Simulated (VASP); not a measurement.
Here is a VASP 6.6.1 calculation.

The input POSCAR:

```
CoSi
1.0
    2.7813340000      0.0000000000      0.0000000000
    0.0000000000      2.7813340000      0.0000000000
    0.0000000000      0.0000000000      2.7813340000
Co Si
1 1
Direct
    0.0000000000      0.0000000000      0.0000000000
    0.5000000000      0.5000000000      0.5000000000
```

File INCAR.step1:

```
  ISPIN = 2
  MAGMOM = 2 0
  LORBIT = 11
  LDAU = T
  LDAUTYPE = 2
  LDAUL = 2 -1
  LDAUU = 8 0
  LDAUJ = 0 0
  ISMEAR = 0
  SIGMA = 0.03
  LWAVE = T
  LCHARG = T
  ISIF = 2
  NELM = 100
  ALGO = Normal
  PREC = Accurate
  LASPH = T
  LREAL = F
  EDIFF = 1E-5
  GGA_COMPAT = F
  ENCUT = 400
  EFERMI = MIDGAP
  LMAXMIX = 4
  GGA = PE
```

Contents of INCAR.step2:

```
  GGA = PE
  ISPIN = 2
  MAGMOM = 2 0
  LORBIT = 11
  LDAU = T
  LDAUTYPE = 2
  LDAUL = 2 -1
  LDAUU = 8 0
  LDAUJ = 0 0
  ISMEAR = 0
  SIGMA = 0.03
  LWAVE = F
  LCHARG = F
  ISIF = 2
  NELM = 100
  ALGO = All
  PREC = Accurate
  LASPH = T
  LREAL = F
  EDIFF = 1E-6
  GGA_COMPAT = F
  ENCUT = 400
  EFERMI = MIDGAP
  LMAXMIX = 4
  ISTART = 1
  ISEARCH = 1
```

Contents of KPOINTS:

```
k-points
0
Gamma
  6 6 6
```

Potentials or basis: VASP PAW PBE potentials, release 64 (Co, Si).

Run with:

```console
$ cat potpaw_PBE.64/Co/POTCAR potpaw_PBE.64/Si/POTCAR > POTCAR
$ cp INCAR.step1 INCAR
$ mpirun -np 1 vasp_std > vasp.out
$ cp INCAR.step2 INCAR
$ mpirun -np 1 vasp_std > vasp.out
```

Task: Estimate the net moment.

Result: 1.02 μB per cell.

Task: Estimate the site moments.

Result: Co +1.28; Si -0.02 μB.

Task: Estimate the band gap on the k mesh.

Result: Zero (filled and empty bands overlap).

Task: What does it give for the pressure?

Result: 0.5 GPa.

Caveat: the k points lie up to 0.38 Å⁻¹ apart, too coarse for converged energies and pressures of a metal; the U is typed as a test and isn't derived for this compound. The state reached can hang on the start; a lower one may exist.
